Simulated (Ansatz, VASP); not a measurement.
SnO2 in VASP and in Ansatz

POSCAR

```
SnO2
1.0
    4.6164245483      0.0000000000      0.0000000000
    0.0000000000      4.6164245483      0.0000000000
    0.0000000000      0.0000000000      3.2762244644
Sn O
2 4
Direct
    0.5000000000      0.5000000000      0.5000000000
    0.0000000000      0.0000000000      0.0000000000
    0.1932705957      0.8067294043      0.5000000000
    0.8067294043      0.1932705957      0.5000000000
    0.3067294043      0.3067294043      0.0000000000
    0.6932705957      0.6932705957      0.0000000000
```

Contents of INCAR.step1:

```
SYSTEM = SnO2
ALGO     = Normal         ! electronic algorithm
EDIFF    = 1E-4           ! SCF threshold, eV
ENCUT    = 520            ! plane-wave cutoff, eV
GGA      = PE             ! functional
ISMEAR   = 0              ! smearing method
LASPH    = .True.         ! aspherical terms in the spheres
LCHARG   = .False.        ! write CHGCAR
LREAL    = .False.        ! projectors in reciprocal space
LWAVE    = .True.         ! write WAVECAR
NBANDS   = 35             ! bands
NELM     = 100            ! most SCF steps
PREC     = Accurate       ! precision mode
SIGMA    = 0.02           ! smearing width, eV
```

File INCAR.step2:

```
SYSTEM = SnO2
ALGO     = Normal         ! electronic algorithm
EDIFF    = 1E-6           ! SCF threshold, eV
ENCUT    = 520            ! plane-wave cutoff, eV
ISIF     = 2              ! what is computed and relaxed
ISMEAR   = 0              ! smearing method
ISTART   = 1            
LASPH    = .True.         ! aspherical terms in the spheres
LCHARG   = .False.        ! write CHGCAR
LMIXTAU  = .True.       
LREAL    = .False.        ! projectors in reciprocal space
LWAVE    = .False.        ! write WAVECAR
METAGGA  = R2SCAN         ! meta-GGA
NBANDS   = 35             ! bands
NELM     = 100            ! most SCF steps
PREC     = Accurate       ! precision mode
SIGMA    = 0.02           ! smearing width, eV
```

The input KPOINTS:

```
k-points
0
Gamma
  6 6 8
  0 0 0
```

Input for Ansatz:

```yaml
crystal:
  lattice:
    - [4.6164245483, 0.0, 0.0]
    - [0.0, 4.6164245483, 0.0]
    - [0.0, 0.0, 3.2762244644]
  atoms:
    - { symbol: Sn, position: [0.5, 0.5, 0.5] }
    - { symbol: Sn, position: [0.0, 0.0, 0.0] }
    - { symbol: O, position: [0.1932705957, 0.8067294043, 0.5] }
    - { symbol: O, position: [0.8067294043, 0.1932705957, 0.5] }
    - { symbol: O, position: [0.3067294043, 0.3067294043, 0.0] }
    - { symbol: O, position: [0.6932705957, 0.6932705957, 0.0] }
basis:
  ecutwfc: 500
kpoints:
  mp_grid: { grid: [6, 6, 8] }
  band_path: { path: [VBM, CBM], npoints: 2 }
hamiltonian:
  xc: r2scan
scf:
  occupations: { method: gaussian, width: 0.02 }
output:
  forces: true
  stress: true
  eigenvalues: true
checkpoint:
  read: start.run
  write: ck
  compress: false
  write_wavefunctions: false
  write_every: 100000
```

Alike in both runs: task single point; functional r2SCAN; k mesh 6 × 6 × 8; occupations gaussian, width 0.02 eV; no spin polarisation.

|  | VASP | Ansatz |
| --- | --- | --- |
| version | VASP 6.6.1 | Ansatz 0.2.0 |
| potentials or method | VASP PAW PBE potentials, release 64 (Sn_d, O), cutoff 520 eV | scalar-relativistic, plane waves, PAW |
| valence electrons in the cell | 52 | 52 |

|  | VASP | Ansatz | Ansatz less VASP |
| --- | --- | --- | --- |
| gap on the k mesh at the Fermi level (eV) | 2.12 | 2.09 | -0.031 |
| least direct gap on the mesh (eV) | 2.12 | 2.09 | -0.031 |
| pressure (GPa) | 8.3 | 7.1 | -1.25 |
| traceless stress, the component that is largest in VASP (GPa) | -6.94 | -7.10 | -0.163 |

VASP's potentials were made for PBE, not for r2SCAN. The functional is the same, so the differences come from potentials, cutoffs and numerics.
